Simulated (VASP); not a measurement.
# Si (P6_3/mmc) in VASP: settings compared

Aim: see how the results for Si move with the level of theory and the settings. Levels: PBEsol, r2SCAN. Tasks: single point.

Program: VASP 6.6.1. These are calculated values, not measurements. Logs are shortened: lines on timing, memory, paths and dates and some standing lists are left out, and cuts for length are marked.

### 1 The cell of the first run

Symmetry: P6_3/mmc, No. 194, hexagonal system. The conventional cell has a = 2.690 Å, b = 2.690 Å, c = 4.573 Å, α = 90.00°, β = 90.00°, γ = 120.00°. Si (site symmetry -6m2) has 12 Si at 2.69 to 2.76 Å within 3.5 Å.

This isn't the form of Si at room conditions, which is diamond.

### 2 Single point, PBEsol

The input, INCAR:

```
SYSTEM = Si
ALGO = Normal ; EDIFF = 1E-6
ENCUT = 500 ; GGA = PS
GGA_COMPAT = .FALSE. ; ISIF = 2
ISMEAR = -1 ; LASPH = .TRUE.
LCHARG = .TRUE. ; LELF = .TRUE.
LREAL = .FALSE. ; LVHAR = .TRUE.
LWAVE = .FALSE. ; NBANDS = 11
NELM = 120 ; PREC = Accurate
SIGMA = 0.05
```

The input, KPOINTS:

```
k-points
0
G
  15 15 8
  0 0 0
```

The input, POSCAR:

```
Si
1.0
    2.6895478028      0.0000000000      0.0000000000
   -1.3447739014      2.3292167219      0.0000000000
    0.0000000000      0.0000000000      4.5725623953
Si
2
Direct
    0.3333333333      0.6666666667      0.2500000000
    0.6666666667      0.3333333333      0.7500000000
```

Potentials or basis: VASP PAW PBE potentials, release 64 (Si).

The run is started by

```bash
$ cat potpaw_PBE.64/Si/POTCAR > POTCAR
$ mpirun -np 1 vasp_std > vasp.out
```

OUTCAR:

```text
SYSTEM = Si
   EDIFF = 1E-6
   ENCUT = 500
   GGA = PS
   ISIF = 2
   ISMEAR = -1
   LASPH = .TRUE.
   LREAL = .FALSE.
   NELM = 120
   PREC = Accurate

 ion  position               nearest neighbor table
   1  0.333  0.667  0.250-   2 2.76   2 2.76   2 2.76   2 2.76   2 2.76   2 2.76
   2  0.667  0.333  0.750-   1 2.76   1 2.76   1 2.76   1 2.76   1 2.76   1 2.76

  LATTYP: Found a hexagonal cell.
 ALAT       =     2.6895478028
 C/A-ratio  =     1.7001231176

  Lattice vectors:

 A1 = (   2.6895478028,   0.0000000000,   0.0000000000)
 A2 = (  -1.3447739014,   2.3292167219,   0.0000000000)
 A3 = (   0.0000000000,   0.0000000000,   4.5725623953)

Analysis of symmetry for initial positions (statically):
=====================================================================
 Subroutine PRICEL returns:
 Original cell was already a primitive cell.

 Routine SETGRP: Setting up the symmetry group for a
 hexagonal supercell.

 Subroutine GETGRP returns: Found 24 space group operations
 (whereof 12 operations were pure point group operations)
 out of a pool of 24 trial point group operations.

The static configuration has the point symmetry D_3d.
 The point group associated with its full space group is D_6h.

Analysis of symmetry for dynamics (positions and initial velocities):
=====================================================================
 Subroutine PRICEL returns:
 Original cell was already a primitive cell.

 Routine SETGRP: Setting up the symmetry group for a
 hexagonal supercell.

 Subroutine GETGRP returns: Found 24 space group operations
 (whereof 12 operations were pure point group operations)
 out of a pool of 24 trial point group operations.

The dynamic configuration has the point symmetry D_3d.
 The point group associated with its full space group is D_6h.

 Subroutine INISYM returns: Found 24 space group operations
 (whereof 12 operations are pure point group operations),
 and found     1 'primitive' translations

----------------------------------------------------------------------------------------

                                     Primitive cell

  volume of cell :      28.6450

  direct lattice vectors                    reciprocal lattice vectors
     2.689547803  0.000000000  0.000000000     0.371809714  0.214664439  0.000000000
    -1.344773901  2.329216722  0.000000000     0.000000000  0.429328877  0.000000000
     0.000000000  0.000000000  4.572562395     0.000000000  0.000000000  0.218695758

  length of vectors
     2.689547803  2.689547803  4.572562395     0.429328877  0.429328877  0.218695758
[... 90 lines left out ...]
   TEBEG  =    0.0;   TEEND  =   0.0 temperature during run
   PSTRESS=    0.0 pullay stress
   NELECT =       8.0000    total number of electrons
   NUPDOWN=      -1.0000    fix difference up-down
   EMIN   =  10.00;   EMAX   =-10.00  energy-range for DOS
   EFERMI =   0.00;   METHOD = LEGACY
   ISMEAR =    -1;   SIGMA  =   0.05  broadening in eV -4-tet -1-fermi 0-gaus
   EFERMI_NEDOS =   21; number of points for ismear=-14 and -15
   IALGO  =     38    algorithm
   IMIX   =      4    mixing-type and parameters
     AMIX     =   0.40;   BMIX     =  1.00
     AMIX_MAG =   1.60;   BMIX_MAG =  1.00
  volume/ion in A,a.u.               =      14.32        96.65
  Fermi-wavevector in a.u.,A,eV,Ry     =   1.070094  2.022184 15.580045  1.145101
  Thomas-Fermi vector in A             =   2.205793
   LORBIT       =      0    0 simple, 1 ext, 2 COOP (PROOUT), +10 PAW based schemes
   GGA     = PS    functional components
   LHFCALC =     F    Hartree Fock is set to
   AEXX    =    0.0000 exact exchange contribution
   IVDW    =     0    specifies the selected vdW correction
   LEPSILON=     F    determine dielectric tensor
   LRPA    =     F    only Hartree local field effects (RPA)
 non-spin polarized calculation
  energy-cutoff  :      500.00
  volume of cell :       28.64
 maximum number of plane-waves:       756
 NGX is ok and might be reduce to    20
   NGX =  9   NGY =  9   NGZ = 17

 number of electron       8.0000000 magnetization

 Free energy of the ion-electron system (eV)
  ---------------------------------------------------
  ext. energy  EPLUGINS =         0.00000000
  ---------------------------------------------------
  free energy    TOTEN  =       -10.74620135 eV

  energy without entropy =      -10.73956540  energy(sigma->0) =      -10.74288338

 E-fermi :  10.2753     XC(G=0): -11.2864

 val. band max:       10.2558536712   @ k =   0.4000   0.0000   0.1250
 cond. band min:      10.2781959794   @ k =   0.2667   0.2000   0.5000
 fundamental gap:      0.0223423082
 Fermi energy:        10.2752908453

 k-point     1 :       0.0000    0.0000    0.0000
  band No.  band energies     occupation
      1      -4.2963      2.00000
      2       2.0545      2.00000
      3       3.0600      2.00000
      4      19.1379      0.00000
      5      19.1379      0.00000
      6      20.4461      0.00000
      7      20.4461      0.00000
      8      20.6134      0.00000
      9      21.1128      0.00000
     10      23.5133      0.00000
     11      24.1299      0.00000
[... 309 lines left out ...]
 k-point    24 :       0.4000    0.2000    0.0000
  band No.  band energies     occupation
      1       2.7991      2.00000
      2       3.3560      2.00000
      3       8.2020      2.00000
      4       9.0448      2.00000
      5       9.4171      2.00000
      6       9.4944      2.00000
      7      10.8272      0.00003
      8      14.0994      0.00000
      9      15.8316      0.00000
     10      22.9475      0.00000
     11      26.6157      0.00000

 [... further k-points ...]

------------------------ aborting loop because EDIFF is reached ----------------------------------------

  FORCE on cell =-STRESS in cart. coord.  units (eV):
  Direction    XX          YY          ZZ          XY          YZ          ZX
  --------------------------------------------------------------------------------------
  -------------------------------------------------------------------------------------
  Total       -0.4174945     -0.4174945     -0.4395084      0.0000000      0.0000000      0.0000000
  in kB      -23.3513772    -23.3513772    -24.5826640      0.0000000      0.0000000      0.0000000
  external PRESSURE =     -23.7618061 kB  Pullay stress =       0.0000000 kB

 VOLUME and BASIS-vectors are now :
 -----------------------------------------------------------------------------
  energy-cutoff  :      500.00
  volume of cell :       28.64
      direct lattice vectors                 reciprocal lattice vectors
     2.689547803  0.000000000  0.000000000     0.371809714  0.214664439  0.000000000
    -1.344773901  2.329216722  0.000000000     0.000000000  0.429328877  0.000000000
     0.000000000  0.000000000  4.572562395     0.000000000  0.000000000  0.218695758

 POSITION                                       TOTAL-FORCE (eV/Angst)
 -----------------------------------------------------------------------------------
     -0.00000      1.55281      1.14314         0.000000     -0.000000      0.000000
      1.34477      0.77641      3.42942         0.000000      0.000000      0.000000
 -----------------------------------------------------------------------------------
    total drift:                               -0.000000      0.000000     -0.000000

  FREE ENERGIE OF THE ION-ELECTRON SYSTEM (eV)
  ---------------------------------------------------
  free  energy   TOTEN  =       -10.7462013547 eV

  energy  without entropy=      -10.7395653959  energy(sigma->0) =      -10.74288338
```

stdout:

```text
POSCAR found type information on POSCAR Si
 POSCAR found :  1 types and       2 ions
 scaLAPACK will be used
 -----------------------------------------------------------------------------
|                                                                             |
|                                                                             |
|     You enforced a specific xc type in the INCAR file but a different       |
|     I HOPE YOU KNOW WHAT YOU ARE DOING!                                     |
|                                                                             |
 -----------------------------------------------------------------------------

 LDA part: xc-table for (Slater+PW92), standard interpolation
 POSCAR, INCAR and KPOINTS ok, starting setup
 FFT: planning ... GRIDC
 FFT: planning ... GRID_SOFT
 FFT: planning ... GRID
 WAVECAR not read
 entering main loop
```

It took 16 s on 1 thread of Intel Xeon Platinum 8375C at 2.90GHz (Ice Lake), shared host; peak memory 0.15 GiB.

What came out:

```
Free energy            : -10.7462 eV
Pressure               : -2.4 GPa
Band gap on the k mesh : zero (bands 4 and 5 overlap by 12.50 eV)
```

Levels at points of the mesh, in eV from the Fermi level:
| k point | band 2 | band 3 | band 4 | band 5 | band 6 | band 7 |
| --- | --- | --- | --- | --- | --- | --- |
| (0.00, 0.00, 0.00) | -8.22 | -7.22 | 8.86 | 8.86 | 10.17 | 10.17 |
| (0.00, 0.00, 0.50) | -12.85 | 0.51 | 0.51 | 10.16 | 10.16 | 10.16 |

Caveat: the PAW data sets were made with another functional, which shifts forces and pressure a little.

### 3 Single point, r2SCAN

POSCAR is that of step 2.

The input, INCAR.step1:

```
SYSTEM = Si
  PREC = Accurate
  ENCUT = 550
  ISMEAR = -1
  SIGMA = 0.05
  LREAL = .False.
  LASPH = .True.
  NELM = 120
  NBANDS = 11
  GGA = PE
  ALGO = Normal
  EDIFF = 1E-5
  LWAVE = .True.
  LCHARG = .False.
  GGA_COMPAT = .False.
```

The input, INCAR.step2:

```
SYSTEM = Si
  PREC = Accurate
  ENCUT = 550
  EDIFF = 1E-6
  ISMEAR = -1
  SIGMA = 0.05
  LREAL = .False.
  LASPH = .True.
  NELM = 120
  ALGO = Normal
  ISIF = 2
  LWAVE = .False.
  LCHARG = .True.
  METAGGA = R2SCAN
  LMIXTAU = .True.
  LELF = .True.
  LVHAR = .True.
  NBANDS = 11
  ISTART = 1
  GGA_COMPAT = .False.
```

The input, KPOINTS:

```
Automatic mesh
0
Gamma
  15 15 8
  0 0 0
```

Potentials or basis: VASP PAW PBE potentials, release 64 (Si).

The run is started by

```bash
$ cat potpaw_PBE.64/Si/POTCAR > POTCAR
$ cp INCAR.step1 INCAR
$ mpirun -np 1 vasp_std > vasp.out
$ cp INCAR.step2 INCAR
$ mpirun -np 1 vasp_std > vasp.out
```

Wall time 80 s (1 thread of Intel Xeon Platinum 8375C at 2.90GHz (Ice Lake), shared host); peak memory 0.17 GiB.

It converged, with:

```
Free energy            : -16.1306 eV
Pressure               : -3.8 GPa
Band gap on the k mesh : zero (bands 4 and 5 overlap by 13.41 eV)
```

Stress tensor (GPa, compression positive):
```
-3.98  0.00  0.00
 0.00 -3.98  0.00
 0.00  0.00 -3.58
```

Levels at points of the mesh, in eV from the Fermi level:
```csv
k point,band 2,band 3,band 4,band 5,band 6,band 7
"(0.00, 0.00, 0.00)",-8.70,-7.75,9.50,9.50,10.80,10.80
"(0.00, 0.00, 0.50)",-13.68,0.52,0.52,10.91,10.91,10.91
```

Caveat: the cell stands under tension; the PAW data sets were made with another functional, which shifts forces and pressure a little.

The gap in the log of VASP goes by the Fermi energy; the results here count the filled bands.